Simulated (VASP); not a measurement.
# Si3N4 (P6_3/m) in VASP: a series of runs

The runs below take Si3N4 through single point, with PBE, r2SCAN.

All numbers are computed with VASP 6.6.1; they aren't measurements. Logs are shortened: lines on timing, memory, paths and dates and some standing lists are left out, and cuts for length are marked.

## 1. The cell of the first run

It takes space group P6_3/m (No. 176, hexagonal). The conventional cell has a = 7.834 Å, b = 7.834 Å, c = 2.993 Å, α = 90.00°, β = 90.00°, γ = 120.00°. Within 2.4 Å of Si (site symmetry m) lie 4 N at 1.78 to 1.79 Å. Within 2.4 Å of N (site symmetry -6) lie 3 Si at 1.78 Å. N (site symmetry m) has 3 Si at 1.78 to 1.79 Å within 2.4 Å.

## 2. Single point, PBE (strain +3.0%)

Input file INCAR:

```
ALGO = Normal
EDIFF = 1E-7
ENCUT = 520
GGA = PE
ISIF = 2
ISMEAR = -1
LASPH = True
LCHARG = False
LREAL = False
LWAVE = False
NBANDS = 45
NELM = 80
PREC = Accurate
SIGMA = 0.02
```

Input file KPOINTS:

```
k-points
0
Gamma
  6 6 8
```

Input file POSCAR:

```
Si3N4
1.0
    7.8338339775      0.0000000000      0.0000000000
   -3.9169169887      6.7842992335      0.0000000000
    0.0000000000      0.0000000000      2.9928158604
Si N
6 8
Direct
    0.2264732742      0.8207171816      0.7500000000
    0.4057560927      0.2264732742      0.2500000000
    0.8207171816      0.5942439073      0.2500000000
    0.1792828184      0.4057560927      0.7500000000
    0.5942439073      0.7735267258      0.7500000000
    0.7735267258      0.1792828184      0.2500000000
    0.3333333333      0.6666666667      0.7500000000
    0.6666666667      0.3333333333      0.2500000000
    0.9647105422      0.6688668893      0.7500000000
    0.2958436529      0.9647105422      0.2500000000
    0.6688668893      0.7041563471      0.2500000000
    0.3311331107      0.2958436529      0.7500000000
    0.0352894578      0.3311331107      0.2500000000
    0.7041563471      0.0352894578      0.7500000000
```

Potentials or basis: VASP PAW PBE potentials, release 64 (Si, N).

Command:

```bash
$ cat potpaw_PBE.64/Si/POTCAR potpaw_PBE.64/N/POTCAR > POTCAR
$ mpirun -np 1 vasp_std > vasp.out
```

OUTCAR:

```text
EDIFF = 1E-7
   ENCUT = 520
   GGA = PE
   ISIF = 2
   ISMEAR = -1
   LASPH = True
   LREAL = False
   NELM = 80
   PREC = Accurate

 ion  position               nearest neighbor table
   1  0.226  0.821  0.750-   7 1.78   9 1.78  10 1.79  10 1.79   4 3.08   5 3.08   2 3.14   2 3.14
                             3 3.14   3 3.14
   2  0.406  0.226  0.250-   8 1.78  10 1.78  12 1.79  12 1.79   6 3.08   3 3.08   1 3.14   1 3.14
                             4 3.14   4 3.14
   3  0.821  0.594  0.250-   8 1.78  11 1.78   9 1.79   9 1.79   6 3.08   2 3.08   1 3.14   1 3.14
                             5 3.14   5 3.14
   4  0.179  0.406  0.750-   7 1.78  12 1.78  13 1.79  13 1.79   1 3.08   5 3.08   6 3.14   6 3.14
                             2 3.14   2 3.14
   5  0.594  0.774  0.750-   7 1.78  14 1.78  11 1.79  11 1.79   1 3.08   4 3.08   6 3.14   6 3.14
                             3 3.14   3 3.14
   6  0.774  0.179  0.250-   8 1.78  13 1.78  14 1.79  14 1.79   3 3.08   2 3.08   5 3.14   5 3.14
                             4 3.14   4 3.14
   7  0.333  0.667  0.750-   1 1.78   4 1.78   5 1.78
   8  0.667  0.333  0.250-   6 1.78   3 1.78   2 1.78
   9  0.965  0.669  0.750-   1 1.78   3 1.79   3 1.79
  10  0.296  0.965  0.250-   2 1.78   1 1.79   1 1.79
  11  0.669  0.704  0.250-   3 1.78   5 1.79   5 1.79
  12  0.331  0.296  0.750-   4 1.78   2 1.79   2 1.79
  13  0.035  0.331  0.250-   6 1.78   4 1.79   4 1.79
  14  0.704  0.035  0.750-   5 1.78   6 1.79   6 1.79

  LATTYP: Found a hexagonal cell.
 ALAT       =     7.8338339775
 C/A-ratio  =     0.3820371824

  Lattice vectors:

 A1 = (   7.8338339775,   0.0000000000,   0.0000000000)
 A2 = (  -3.9169169887,   6.7842992335,   0.0000000000)
 A3 = (   0.0000000000,   0.0000000000,   2.9928158604)

Analysis of symmetry for initial positions (statically):
=====================================================================
 Subroutine PRICEL returns:
 Original cell was already a primitive cell.

 Routine SETGRP: Setting up the symmetry group for a
 hexagonal supercell.

 Subroutine GETGRP returns: Found 12 space group operations
 (whereof  6 operations were pure point group operations)
 out of a pool of 24 trial point group operations.

The static configuration has the point symmetry S_6 .
 The point group associated with its full space group is C_6h.

Analysis of symmetry for dynamics (positions and initial velocities):
=====================================================================
 Subroutine PRICEL returns:
 Original cell was already a primitive cell.

 Routine SETGRP: Setting up the symmetry group for a
 hexagonal supercell.

 Subroutine GETGRP returns: Found 12 space group operations
 (whereof  6 operations were pure point group operations)
 out of a pool of 24 trial point group operations.

The dynamic configuration has the point symmetry S_6 .
 The point group associated with its full space group is C_6h.

 Subroutine INISYM returns: Found 12 space group operations
 (whereof  6 operations are pure point group operations),
 and found     1 'primitive' translations

----------------------------------------------------------------------------------------

                                     Primitive cell

  volume of cell :     159.0594

  direct lattice vectors                    reciprocal lattice vectors
     7.833833978  0.000000000  0.000000000     0.127651416  0.073699579  0.000000000
    -3.916916989  6.784299233  0.000000000     0.000000000  0.147399159  0.000000000
     0.000000000  0.000000000  2.992815860     0.000000000  0.000000000  0.334133487

  length of vectors
     7.833833978  7.833833977  2.992815860     0.147399159  0.147399159  0.334133487

  position of ions in fractional coordinates (direct lattice)
     0.226473274  0.820717182  0.750000000
     0.405756093  0.226473274  0.250000000
     0.820717182  0.594243907  0.250000000
     0.179282818  0.405756093  0.750000000
     0.594243907  0.773526726  0.750000000
     0.773526726  0.179282818  0.250000000
     0.333333333  0.666666667  0.750000000
     0.666666667  0.333333333  0.250000000
     0.964710542  0.668866889  0.750000000
     0.295843653  0.964710542  0.250000000
     0.668866889  0.704156347  0.250000000
     0.331133111  0.295843653  0.750000000
     0.035289458  0.331133111  0.250000000
     0.704156347  0.035289458  0.750000000

  ion indices of the primitive-cell ions
   primitive index   ion index
                 1           1
                 2           2
                 3           3
                 4           4
                 5           5
                 6           6
                 7           7
                 8           8
                 9           9
                10          10
                11          11
                12          12
                13          13
                14          14

----------------------------------------------------------------------------------------

 KPOINTS: k-points

Automatic generation of k-mesh.
 Grid dimensions read from file:
 generate k-points for:    6    6    8

 Generating k-lattice:

  Cartesian coordinates                     Fractional coordinates (reciprocal lattice)
     0.021275236  0.012283263  0.000000000     0.166666667  0.000000000  0.000000000
     0.000000000  0.024566526  0.000000000     0.000000000  0.166666667  0.000000000
     0.000000000  0.000000000  0.041766686     0.000000000  0.000000000  0.125000000

  Length of vectors
     0.024566526  0.024566526  0.041766686

  Shift w.r.t. Gamma in fractional coordinates (k-lattice)
     0.000000000  0.000000000  0.000000000

 Subroutine IBZKPT returns following result:
 ===========================================

 Found     40 irreducible k-points:

 Following reciprocal coordinates:
            Coordinates               Weight
  0.000000  0.000000  0.000000      1.000000
  0.166667  0.000000  0.000000      6.000000
  0.333333  0.000000  0.000000      6.000000
  0.500000  0.000000  0.000000      3.000000
  0.166667  0.166667  0.000000      6.000000
  0.333333  0.166667  0.000000      6.000000
[... 16 lines left out ...]
 -0.333333  0.500000 -0.250000     12.000000
  0.333333  0.333333  0.250000      4.000000
 [... further k-points ...]
   k-points           NKPTS =     40   k-points in BZ     NKDIM =     40   number of bands    NBANDS=     45
   number of dos      NEDOS =    301   number of ions     NIONS =     14
   total plane-waves  NPLWV =  86400
   dimension x,y,z NGX =    60 NGY =   60 NGZ =   24
   dimension x,y,z NGXF=   120 NGYF=  120 NGZF=   48
   ions per type =               6   8
   NGX,Y,Z   is equivalent  to a cutoff of  12.73, 12.73, 13.33 a.u.
   NGXF,Y,Z  is equivalent  to a cutoff of  25.47, 25.47, 26.66 a.u.
 SYSTEM =  unknown system
   PREC   = accura    normal or accurate (medium, high low for compatibility)
   ISTART =      0    job   : 0-new  1-cont  2-samecut
   ICHARG =      2    charge: 1-file 2-atom 10-const
   ISPIN  =      1    spin polarized calculation?
   LNONCOLLINEAR =      F non collinear calculations
   LSORBIT =      F    spin-orbit coupling
   LASPH  =      T    aspherical Exc in radial PAW
   ENCUT  =  520.0 eV  38.22 Ry    6.18 a.u.  14.57 14.57  5.56*2*pi/ulx,y,z
   NELM   =     80;   NELMIN=  2; NELMDL= -5     # of ELM steps
   EDIFF  = 0.1E-06   stopping-criterion for ELM
   LREAL  =      F    real-space projection
   EDIFFG = 0.1E-05   stopping-criterion for IOM
   NSW    =      0    number of steps for IOM
   IBRION =     -1    ionic relax: 0-MD 1-quasi-New 2-CG
   NFREE  =      0    steps in history (QN), initial steepest desc. (CG)
   ISIF   =      2    stress and relaxation
   ISYM   =      2    0-nonsym 1-usesym 2-fastsym
   POTIM  = 0.5000    time-step for ionic-motion
   TEBEG  =    0.0;   TEEND  =   0.0 temperature during run
   PSTRESS=    0.0 pullay stress
   NELECT =      64.0000    total number of electrons
   NUPDOWN=      -1.0000    fix difference up-down
   EMIN   =  10.00;   EMAX   =-10.00  energy-range for DOS
   EFERMI =   0.00;   METHOD = LEGACY
   ISMEAR =    -1;   SIGMA  =   0.02  broadening in eV -4-tet -1-fermi 0-gaus
   EFERMI_NEDOS =   21; number of points for ismear=-14 and -15
   IALGO  =     38    algorithm
   IMIX   =      4    mixing-type and parameters
     AMIX     =   0.40;   BMIX     =  1.00
     AMIX_MAG =   1.60;   BMIX_MAG =  1.00
  volume/ion in A,a.u.               =      11.36        76.67
  Fermi-wavevector in a.u.,A,eV,Ry     =   1.208598  2.283918 19.874139  1.460708
  Thomas-Fermi vector in A             =   2.344200
   LORBIT       =      0    0 simple, 1 ext, 2 COOP (PROOUT), +10 PAW based schemes
   GGA     = PE    functional components
   LHFCALC =     F    Hartree Fock is set to
   AEXX    =    0.0000 exact exchange contribution
   IVDW    =     0    specifies the selected vdW correction
   LEPSILON=     F    determine dielectric tensor
   LRPA    =     F    only Hartree local field effects (RPA)
 non-spin polarized calculation
  energy-cutoff  :      520.00
  volume of cell :      159.06
 maximum number of plane-waves:      4329
 NGX is ok and might be reduce to    60
   NGX = 29   NGY = 29   NGZ = 11

 number of electron      64.0000006 magnetization

 Free energy of the ion-electron system (eV)
  ---------------------------------------------------
  ext. energy  EPLUGINS =         0.00000000
  ---------------------------------------------------
  free energy    TOTEN  =      -114.07399048 eV

  energy without entropy =     -114.07399048  energy(sigma->0) =     -114.07399048

 E-fermi :   6.3122     XC(G=0): -10.4144

 val. band max:        5.8550872915   @ k =   0.0000   0.0000   0.1250
 cond. band min:       9.7981736896   @ k =   0.0000   0.0000   0.0000
 fundamental gap:      3.9430863982
 Fermi energy:         6.3122330206

 k-point     1 :       0.0000    0.0000    0.0000
  band No.  band energies     occupation
      1     -11.7290      2.00000
      2     -10.4356      2.00000
      3     -10.4356      2.00000
      4      -9.8444      2.00000
      5      -9.6698      2.00000
      6      -9.6698      2.00000
[... 36 lines left out ...]
     43      14.0634      0.00000
     44      14.6705      0.00000

 k-point     2 :       0.1667    0.0000    0.0000
  band No.  band energies     occupation
      1     -11.6740      2.00000
      2     -10.5685      2.00000
      3     -10.4750      2.00000
      4     -10.0709      2.00000
      5      -9.5882      2.00000
      6      -9.3307      2.00000
[... 36 lines left out ...]
     43      13.9742      0.00000
     44      14.3634      0.00000

 k-point     3 :       0.3333    0.0000    0.0000
  band No.  band energies     occupation
      1     -11.5130      2.00000
      2     -10.8986      2.00000
      3     -10.5398      2.00000
      4     -10.1652      2.00000
      5      -9.4236      2.00000
      6      -9.0021      2.00000
[... 976 lines left out ...]
     43      13.4964      0.00000
     44      13.7490      0.00000

 k-point    24 :       0.3333    0.3333    0.2500
  band No.  band energies     occupation
      1     -10.5248      2.00000
      2     -10.5248      2.00000
      3     -10.3441      2.00000
      4      -9.2313      2.00000
      5      -9.2313      2.00000
      6      -8.5255      2.00000
[... 36 lines left out ...]
     43      13.5833      0.00000
     44      13.5833      0.00000

 [... further k-points ...]

 [bands above 44 left out]

------------------------ aborting loop because EDIFF is reached ----------------------------------------

  FORCE on cell =-STRESS in cart. coord.  units (eV):
  Direction    XX          YY          ZZ          XY          YZ          ZX
  --------------------------------------------------------------------------------------
  -------------------------------------------------------------------------------------
  Total      -13.3767573    -13.3767573    -14.2806878     -0.0000001      0.0000000      0.0000000
  in kB     -134.7417163   -134.7417163   -143.8468491     -0.0000010      0.0000000      0.0000000
  external PRESSURE =    -137.7767606 kB  Pullay stress =       0.0000000 kB

 VOLUME and BASIS-vectors are now :
 -----------------------------------------------------------------------------
  energy-cutoff  :      520.00
  volume of cell :      159.06
      direct lattice vectors                 reciprocal lattice vectors
     7.833833978  0.000000000  0.000000000     0.127651416  0.073699579  0.000000000
    -3.916916989  6.784299233  0.000000000     0.000000000  0.147399159  0.000000000
     0.000000000  0.000000000  2.992815860     0.000000000  0.000000000  0.334133487

 POSITION                                       TOTAL-FORCE (eV/Angst)
 -----------------------------------------------------------------------------------
     -1.44053      5.56799      2.24461         0.017405      0.020598      0.000000
      2.29155      1.53646      0.74820        -0.009136      0.025372     -0.000000
      4.10176      4.03153      0.74820         0.026541     -0.004774     -0.000000
     -0.18484      2.75277      2.24461        -0.026541      0.004774     -0.000000
      1.62537      5.24784      2.24461         0.009136     -0.025372     -0.000000
      5.35744      1.21631      0.74820        -0.017405     -0.020598      0.000000
     -0.00000      4.52287      2.24461        -0.000000      0.000000      0.000000
      3.91692      2.26143      0.74820        -0.000000      0.000000     -0.000000
      4.93749      4.53779      2.24461         0.020624      0.024382     -0.000000
     -1.46110      6.54488      0.74820        -0.010804      0.030052      0.000000
      2.48167      4.77721      0.74820         0.031427     -0.005670      0.000000
      1.43525      2.00709      2.24461        -0.031427      0.005670     -0.000000
     -1.02057      2.24651      0.74820        -0.020624     -0.024382      0.000000
      5.37802      0.23941      2.24461         0.010804     -0.030052      0.000000
 -----------------------------------------------------------------------------------
    total drift:                                0.000000     -0.000000      0.000000

  FREE ENERGIE OF THE ION-ELECTRON SYSTEM (eV)
  ---------------------------------------------------
  free  energy   TOTEN  =      -114.0739904821 eV

  energy  without entropy=     -114.0739904821  energy(sigma->0) =     -114.07399048
```

Run time: 11 min. Hardware: 1 thread of Oxide Virtual Turin-like, shared host; peak memory 0.36 GiB.

Results:

| Item | Value |
| --- | --- |
| Free energy | -114.0740 eV |
| Pressure | -13.8 GPa |
| Largest force | 0.032 eV/Å |
| Band gap on the k mesh | 3.94 eV, indirect (least direct gap 4.12 eV) |

Forces on the atoms (eV/Å):
```
Si   0.017  0.021  0.000
Si  -0.009  0.025  0.000
Si   0.027 -0.005  0.000
Si  -0.027  0.005  0.000
Si   0.009 -0.025  0.000
Si  -0.017 -0.021  0.000
N    0.000  0.000  0.000
N    0.000  0.000  0.000
N    0.021  0.024  0.000
N   -0.011  0.030  0.000
N    0.031 -0.006  0.000
N   -0.031  0.006  0.000
N   -0.021 -0.024  0.000
N    0.011 -0.030  0.000
```

Caveat: the cell differs from its parent crystal (strain +3.0%). A k mesh can miss the band edges.

(Continued in part 2 of 2.)
